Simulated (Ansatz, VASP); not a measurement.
**One calculation of ZnO, two programs**

```
CELL_PARAMETERS angstrom
3.23735 0.00000 0.00000
-1.61868 2.80363 0.00000
0.00000 0.00000 5.22206
ATOMIC_POSITIONS crystal
Zn 0.66667 0.33333 0.50059
Zn 0.33333 0.66667 0.00059
O 0.66667 0.33333 0.87972
O 0.33333 0.66667 0.37972
```

Alike in both runs: task relaxation of cell and atoms; functional PBE; k mesh 6 × 6 × 4; occupations gaussian, width 0.1 eV; no spin polarisation.

```csv
,VASP,Ansatz
version,VASP 6.6.1,Ansatz 0.2.0
potentials or method,"VASP PAW PBE potentials, release 64 (Zn, O), cutoff 600 eV","scalar-relativistic, plane waves, PAW"
valence electrons in the cell,36,36
```

|  | VASP | Ansatz | Ansatz less VASP |
| --- | --- | --- | --- |
| gap on the k mesh at the Fermi level, each at its own relaxed structure (eV) | 0.72 | 0.75 | +0.026 |
| relaxed volume (Å³/atom) | 12.40 | 12.32 | -0.080 |
| relaxed cell length with the largest relative difference (Å) | 5.301 | 5.289 | -0.0127 |

Ansatz's warnings: structure snapped to symmetry.
